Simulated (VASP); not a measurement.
Runs of VASP 6.6.1 on LiF. The structure is that of space group P4mm (No. 99), or close to it. The cells are those of the table. 

| cell | gap on the mesh (eV) | largest force (eV/Å) |
| --- | --- | --- |
| a = 2.560, b = 2.560, c = 5.619 Å, 4 atoms | (b) | 1.01 |
| a = 2.560, b = 2.560, c = 6.119 Å, 4 atoms | 2.76 | 1.78 |
| a = 2.560, b = 2.560, c = 7.119 Å, 4 atoms | none | 2.45 |
| a = 2.560, b = 2.560, c = 8.119 Å, 4 atoms | none | (a) |

Alike in all rows: task single point; level PBEsol; potentials or basis VASP PAW PBE potentials, release 64 (Li_sv, F); no spin polarisation; k mesh 5 × 5 × 3; cutoff (eV) 650; smearing methfessel-paxton 0.1 eV.

Q: Fill in the values left out.

A: (a) 2.25; (b) 5.26.

Caveats: all runs use coarse meshes; the PAW data sets were made with another functional, which shifts forces and pressure a little.

A k mesh can miss the band edges.

A gap of «none» marks levels without a gap at the run's occupations.
